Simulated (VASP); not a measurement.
# SrCl2 (Fm-3m) in VASP: G0W0 quasiparticle levels with PBE

Aim: the G0W0 quasiparticle levels of SrCl2 with PBE.

All numbers are computed with VASP 6.6.1; they aren't measurements. Logs are shortened: lines on timing, memory, paths and dates and some standing lists are left out, and cuts for length are marked.

### Step 1. The cell of the first run

The structure is cubic, space group Fm-3m (No. 225). Conventional cell: a = 6.995 Å, b = 6.995 Å, c = 6.995 Å, α = 90.00°, β = 90.00°, γ = 90.00°. Within 4.0 Å of Sr (site symmetry m-3m) lie 8 Cl at 3.03 Å. Within 4.0 Å of Cl (site symmetry -43m) lie 4 Sr at 3.03 Å and 6 Cl at 3.50 Å.

### Step 2. G0W0 quasiparticle levels, PBE

POSCAR reads:

```
SrCl2
1.0
    0.0000000000      3.4977180867      3.4977180867
    3.4977180867      0.0000000000      3.4977180867
    3.4977180867      3.4977180867      0.0000000000
Sr Cl
1 2
Direct
    0.0000000000      0.0000000000      0.0000000000
    0.2500000000      0.2500000000      0.2500000000
    0.7500000000      0.7500000000      0.7500000000
```

INCAR.step1 reads:

```
SYSTEM = SrCl2
PREC = Accurate ; ENCUT = 500
EDIFF = 1E-8 ; ISMEAR = 0
SIGMA = 0.01 ; LREAL = .FALSE.
LASPH = .TRUE. ; NELM = 100
ALGO = Normal ; LWAVE = .TRUE.
LCHARG = .FALSE. ; GGA = PE
```

INCAR.step2 reads:

```
SYSTEM = SrCl2
PREC = Accurate ; ENCUT = 500
EDIFF = 1E-8 ; ISMEAR = 0
SIGMA = 0.01 ; LREAL = .FALSE.
LASPH = .TRUE. ; NELM = 1
ALGO = Exact ; LWAVE = .TRUE.
LCHARG = .FALSE. ; GGA = PE
NBANDS = 151 ; LOPTICS = .TRUE.
ISTART = 1
```

INCAR.step3 reads:

```
SYSTEM = SrCl2
PREC = Accurate ; ENCUT = 500
EDIFF = 1E-8 ; ISMEAR = 0
SIGMA = 0.01 ; LREAL = .FALSE.
LASPH = .TRUE. ; ALGO = EVGW0
LWAVE = .FALSE. ; LCHARG = .FALSE.
GGA = PE ; NELMGW = 1
NBANDS = 151 ; ENCUTGW = 80.0
NOMEGA = 96 ; PRECFOCK = Fast
ISTART = 1 ; NBANDSGW = 20
OMEGAMAX = 20
```

KPOINTS reads:

```
regular mesh
0
G
  4 4 4
  0 0 0
```

Potentials or basis: VASP PAW PBE potentials, release 64 (Sr_sv_GW, Cl_GW).

Command:

```console
> cat potpaw_PBE.64/Sr_sv_GW/POTCAR potpaw_PBE.64/Cl_GW/POTCAR > POTCAR
> cp INCAR.step1 INCAR
> mpirun -np 1 vasp_std > vasp.out
> cp INCAR.step2 INCAR
> mpirun -np 1 vasp_std > vasp.out
> cp INCAR.step3 INCAR
> mpirun -np 1 vasp_std > vasp.out
```

OUTCAR:

```text
SYSTEM = SrCl2
   PREC = Accurate
   ENCUT = 500
   EDIFF = 1E-8
   ISMEAR = 0
   LREAL = .FALSE.
   LASPH = .TRUE.
   GGA = PE
   NELMGW = 1
   ENCUTGW = 80.0
   PRECFOCK = Fast
   ISTART = 1

 ion  position               nearest neighbor table
   1  0.000  0.000  0.000-
   2  0.250  0.250  0.250-
   3  0.750  0.750  0.750-

  LATTYP: Found a face centered cubic cell.
 ALAT       =     6.9954361734

  Lattice vectors:

 A1 = (   0.0000000000,   3.4977180867,   3.4977180867)
 A2 = (   3.4977180867,   0.0000000000,   3.4977180867)
 A3 = (   3.4977180867,   3.4977180867,   0.0000000000)

Analysis of symmetry for initial positions (statically):
=====================================================================
 Subroutine PRICEL returns:
 Original cell was already a primitive cell.

 Routine SETGRP: Setting up the symmetry group for a
 face centered cubic supercell.

 Subroutine GETGRP returns: Found 48 space group operations
 (whereof 48 operations were pure point group operations)
 out of a pool of 48 trial point group operations.

The static configuration has the point symmetry O_h .

Analysis of symmetry for dynamics (positions and initial velocities):
=====================================================================
 Subroutine PRICEL returns:
 Original cell was already a primitive cell.

 Routine SETGRP: Setting up the symmetry group for a
 face centered cubic supercell.

 Subroutine GETGRP returns: Found 48 space group operations
 (whereof 48 operations were pure point group operations)
 out of a pool of 48 trial point group operations.

The dynamic configuration has the point symmetry O_h .

 Subroutine INISYM returns: Found 48 space group operations
 (whereof 48 operations are pure point group operations),
 and found     1 'primitive' translations

----------------------------------------------------------------------------------------

                                     Primitive cell

  volume of cell :      85.5824

  direct lattice vectors                    reciprocal lattice vectors
     0.000000000  3.497718087  3.497718087    -0.142950343  0.142950343  0.142950343
     3.497718087  0.000000000  3.497718087     0.142950343 -0.142950343  0.142950343
[... 36 lines left out ...]

 Subroutine IBZKPT returns following result:
 ===========================================

 Found      8 irreducible k-points:

 Following reciprocal coordinates:
            Coordinates               Weight
  0.000000  0.000000  0.000000      1.000000
  0.250000  0.000000  0.000000      8.000000
  0.500000  0.000000  0.000000      4.000000
  0.250000  0.250000  0.000000      6.000000
  0.500000  0.250000  0.000000     24.000000
 -0.250000  0.250000  0.000000     12.000000
  0.500000  0.500000  0.000000      3.000000
 -0.250000  0.500000  0.250000      6.000000
   k-points           NKPTS =      8   k-points in BZ     NKDIM =     64   number of bands    NBANDS=    151
   number of dos      NEDOS =    301   number of ions     NIONS =      3
   total plane-waves  NPLWV =  46656
   dimension x,y,z NGX =    36 NGY =   36 NGZ =   36
   dimension x,y,z NGXF=    72 NGYF=   72 NGZF=   72
   ions per type =               1   2
   NGX,Y,Z   is equivalent  to a cutoff of  12.10, 12.10, 12.10 a.u.
   NGXF,Y,Z  is equivalent  to a cutoff of  24.20, 24.20, 24.20 a.u.
 SYSTEM =  SrCl2
   PREC   = accura    normal or accurate (medium, high low for compatibility)
   ISTART =      1    job   : 0-new  1-cont  2-samecut
   ICHARG =      0    charge: 1-file 2-atom 10-const
   ISPIN  =      1    spin polarized calculation?
   LNONCOLLINEAR =      F non collinear calculations
   LSORBIT =      F    spin-orbit coupling
   LASPH  =      T    aspherical Exc in radial PAW
   ENCUT  =  500.0 eV  36.75 Ry    6.06 a.u.   9.02  9.02  9.02*2*pi/ulx,y,z
   NELM   =     60;   NELMIN=  2; NELMDL=  0     # of ELM steps
   EDIFF  = 0.1E-07   stopping-criterion for ELM
   LREAL  =      F    real-space projection
   EDIFFG = 0.1E-06   stopping-criterion for IOM
   NSW    =      0    number of steps for IOM
   IBRION =     -1    ionic relax: 0-MD 1-quasi-New 2-CG
   NFREE  =      0    steps in history (QN), initial steepest desc. (CG)
   ISIF   =      0    stress and relaxation
   ISYM   =      3    0-nonsym 1-usesym 2-fastsym
   POTIM  = 0.5000    time-step for ionic-motion
   TEBEG  =    0.0;   TEEND  =   0.0 temperature during run
   PSTRESS=    0.0 pullay stress
   NELECT =      24.0000    total number of electrons
   NUPDOWN=      -1.0000    fix difference up-down
   EMIN   =  10.00;   EMAX   =-10.00  energy-range for DOS
   EFERMI =   0.00;   METHOD = LEGACY
   ISMEAR =     0;   SIGMA  =   0.01  broadening in eV -4-tet -1-fermi 0-gaus
   EFERMI_NEDOS =   21; number of points for ismear=-14 and -15
   IALGO  =     38    algorithm
   IMIX   =      4    mixing-type and parameters
     AMIX     =   0.40;   BMIX     =  1.00
     AMIX_MAG =   1.60;   BMIX_MAG =  1.00
  volume/ion in A,a.u.               =      28.53       192.51
  Fermi-wavevector in a.u.,A,eV,Ry     =   1.071562  2.024958 15.622809  1.148244
  Thomas-Fermi vector in A             =   2.207306
   LORBIT       =      0    0 simple, 1 ext, 2 COOP (PROOUT), +10 PAW based schemes
   GGA     = PE    functional components
   LHFCALC =     T    Hartree Fock is set to
   PRECFOCK=fast      Normal, Fast or Accurate (Low or Medium for compatibility)
   ENCUT4O =  -1.0   cutoff for four orbital integrals eV
   NKREDX  =     1    reduce k-point grid by
   NKREDY  =     1    reduce k-point grid by
   NKREDZ  =     1    reduce k-point grid by
   AEXX    =    1.0000 exact exchange contribution
   HFSCREEN=    0.0000 screening length (either q_TF or 0.3 A-1)
   HFSCREENC=   0.0000 screening length for correlation (either q_TF or 0.3 A-1)
   ENCUTFOCK=  -1.0 apply spherical cutoff to Coloumb kernel
   IVDW    =     0    specifies the selected vdW correction
   LEPSILON=     F    determine dielectric tensor
   LRPA    =     F    only Hartree local field effects (RPA)
   LRPAFORCE           =     F    calculate RPA forces
   ENCUTGW             =  80.0    cutoff for response function in eV
   ENCUTGWSOFT         =  64.0    soft cutoff for Coulomb kernel in GW response function in eV
   ENCUTLF             =  -1.0    cutoff for local field effects
   NELMGW              =     1    number of iterations in solving QP/BSE equation
   NELMHF              =     1    number of iterations in the inner HF iteration
   NKREDLFX            =     1    NKREDLFY  =   1   NKREDLFZ  =   1
 non-spin polarized calculation
 Gauss-broadening in eV      SIGMA  =   0.01
  energy-cutoff  :      500.00
  volume of cell :       85.58
 maximum number of plane-waves:      2200
  NGX = 20; NGY = 20; NGZ = 20
   NGX = 17   NGY = 17   NGZ = 17
 maximum number of plane-waves:       150
 NGX is ok and might be reduce to    18

 QP shifts <psi_nk| G(iteration)W_0 |psi_nk>: iteration 1
 for sc-GW calculations column KS-energies equals QP-energies in previous step
 and V_xc(KS)=  KS-energies - (<T + V_ion + V_H > + <T+V_H+V_ion>^1  + <V_x>^1)

 k-point   1 :       0.0000    0.0000    0.0000
  band No.  KS-energies  QP-energies   sigma(KS)   V_xc(KS)     V^pw_x(r,r')   Z            occupation Imag(sigma)

      1     -32.3209     -33.8184     -19.8786     -17.4685     -28.9579       0.6213       2.0000       0.4498
      2     -14.3056     -16.6676     -19.4984     -16.5458     -23.0174       0.8000       2.0000       0.1115
      3     -14.3056     -16.6676     -19.4984     -16.5458     -23.0174       0.8000       2.0000       0.1115
      4     -14.3056     -16.6676     -19.4984     -16.5458     -23.0174       0.8000       2.0000       0.1115
      5     -12.7403     -13.6290     -16.2960     -14.9503     -24.2465       0.6605       2.0000       1.0430
      6     -11.9086     -12.7560     -16.9917     -15.6825     -24.6893       0.6472       2.0000       0.8518
[... 167 lines left out ...]
      6     -12.0929     -13.0559     -17.1409     -15.7064     -24.4632       0.6712       2.0000       0.8432
[... 12 lines left out ...]
     19      11.1502      12.2421      -7.3198      -8.6571      -3.5415       0.8165       0.0000      -0.0739
     20      11.4249      12.7153      -8.4834     -10.0701      -4.6169       0.8132       0.0000      -0.0682
```

OUTCAR.step2:

```text
SYSTEM = SrCl2
   PREC = Accurate
   ENCUT = 500
   EDIFF = 1E-8
   ISMEAR = 0
[... 757 lines left out ...]
     0.00000     3.19759     3.19759     3.19759     0.00000    -0.00000    -0.00000
     1.30475     3.24222     3.24222     3.24222     0.00000    -0.00000    -0.00000
     2.60949     3.39350     3.39350     3.39350     0.00000    -0.00000    -0.00000
     3.91424     3.72053     3.72053     3.72053     0.00000    -0.00000    -0.00000
     5.21898     4.54946     4.54946     4.54946     0.00000    -0.00000    -0.00000
     6.52373     5.75647     5.75647     5.75647     0.00000    -0.00000    -0.00000
[... 92 lines left out ...]
   127.86506     0.97805     0.97805     0.97805    -0.00000     0.00000     0.00000
   129.16980     0.97851     0.97851     0.97851    -0.00000     0.00000     0.00000
```

It took 6.5 min on 1 thread of Intel Xeon Platinum 8559C (Emerald Rapids), shared host; peak memory 1.1 GiB.

Results:

```yaml
Quasiparticle_gap: 7.27 eV
Least_direct_quasiparticle_gap: 7.66 eV
Band_gap_of_the_starting_levels_on_the_mesh: 5.31 eV
Least_direct_gap_of_the_starting_levels_on_the_mesh: 5.51 eV
```

Caveat: the k points lie up to 0.39 Å⁻¹ apart; bands, screening cutoff and mesh are small and nothing is extrapolated, so the quasiparticle values aren't converged; the structure was generated, so it needn't be the stable form of SrCl2.
